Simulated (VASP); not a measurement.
Ca, 3 atoms in the cell. The cell holds a slab with vacuum, 3 atoms: a = 3.907 Å, b = 3.907 Å, c = 25.525 Å, α = 90.00°, β = 90.00°, γ = 90.00°. 

```yaml
Program: VASP 6.6.1
Task: single point
Functional: PBE
Potentials_or_basis: VASP PAW PBE potentials, release 64 (Ca_sv)
Cutoff: 520 eV
k_mesh: 9 × 9 × 1
Occupations: fermi-dirac, width 0.08 eV
Spin: no spin polarisation
Dipole_correction: yes
Electric_field_eV/Å: 0.1
Further_INCAR_settings: ALGO = Normal; EDIFF = 1e-07; NBANDS = 22; EFIELD = -0.1
```

Potentials or basis: VASP PAW PBE potentials, release 64 (Ca_sv).

Run with:

```sh
$ cat potpaw_PBE.64/Ca_sv/POTCAR > POTCAR
$ mpirun -np 1 vasp_std > vasp.out
```

Hardware: 1 thread of Intel(R) Xeon(R) Platinum 8259CL CPU @ 2.50GHz (Skylake/Cascade Lake), on a shared host.

Task: Estimate the wall time of this run.

Result: Run time: 4 min on 1 thread of Intel(R) Xeon(R) Platinum 8259CL CPU @ 2.50GHz (Skylake/Cascade Lake), with other jobs on the host, peak memory 0.46 GiB. Counts: scf iterations 26, k points 15.
